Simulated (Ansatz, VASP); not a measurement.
# Na in VASP and in Ansatz

```
Na
1.0
    -2.05397    2.05397    2.18102
     2.05397   -2.05397    2.18102
     2.05397    2.05397   -2.18102
Na
1
Direct
  0.00000 0.00000 0.00000
```

Change from the starting cell: strain -0.030 along x and y, +0.030 along z, atoms carried along.

Alike in both runs: task single point; functional PBE; k mesh 16 × 16 × 16; occupations gaussian, width 0.15 eV; no spin polarisation.

|  | VASP | Ansatz |
| --- | --- | --- |
| version | VASP 6.6.1 | Ansatz 0.2.0 |
| potentials or method | VASP PAW PBE potentials, release 64 (Na_pv), cutoff 520 eV | scalar-relativistic, plane waves, PAW |
| valence electrons in the cell | 7 | 9 |

```csv
,VASP,Ansatz,Ansatz less VASP
gap on the k mesh at the Fermi level (eV),none,none,-
pressure (GPa),-0.1,0.0,+0.10
```

A gap of «none» marks a metal or a gap that the smearing closes. VASP's potentials hold 7 valence electrons a cell and Ansatz's 9, so a difference there can come from the potentials and not from the codes.
